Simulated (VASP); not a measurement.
A run of VASP 6.6.1 is set up as follows.

POSCAR

```
TiO2
1.0
   -1.8503390349      1.8503390349      4.6938978958
    1.8503390349     -1.8503390349      4.6938978958
    1.8503390349      1.8503390349     -4.6938978958
Ti O
2 4
Direct
    0.7500000000      0.2500000000      0.5000000000
    0.0000000000      0.0000000000      0.0000000000
    0.5427139634      0.0427139634      0.5000000000
    0.7927139634      0.7927139634      0.0000000000
    0.2072860366      0.2072860366      0.0000000000
    0.9572860366      0.4572860366      0.5000000000
```

File INCAR.step1:

```
SYSTEM = TiO2
PREC = Accurate
ENCUT = 520
ISMEAR = 0
SIGMA = 0.01
LREAL = .False.
LASPH = .True.
NELM = 60
NBANDS = 33
GGA = PE
ALGO = Normal
EDIFF = 1E-4
LWAVE = .True.
LCHARG = .False.
```

The input INCAR.step2:

```
SYSTEM = TiO2
PREC = Accurate
ENCUT = 520
EDIFF = 1E-6
ISMEAR = 0
SIGMA = 0.01
LREAL = .False.
LASPH = .True.
NELM = 60
ALGO = Normal
ISIF = 2
LWAVE = .False.
LCHARG = .False.
METAGGA = R2SCAN
LMIXTAU = .True.
NBANDS = 33
ISTART = 1
```

KPOINTS

```
regular mesh
0
Gamma
  8 8 8
  0 0 0
```

Potentials or basis: VASP PAW PBE potentials, release 64 (Ti_sv, O).

Run with:

```bash
$ cat potpaw_PBE.64/Ti_sv/POTCAR potpaw_PBE.64/O/POTCAR > POTCAR
$ cp INCAR.step1 INCAR
$ mpirun -np 1 vasp_std > vasp.out
$ cp INCAR.step2 INCAR
$ mpirun -np 1 vasp_std > vasp.out
```

(1) What does it give for the band gap on the k mesh?

(2) Predict the largest force.

Answers

(1) 2.76 eV (least direct gap 3.05 eV).

(2) 0.422 eV/Å.

Caveat: the PAW data sets were made with another functional, which shifts forces and pressure a little.
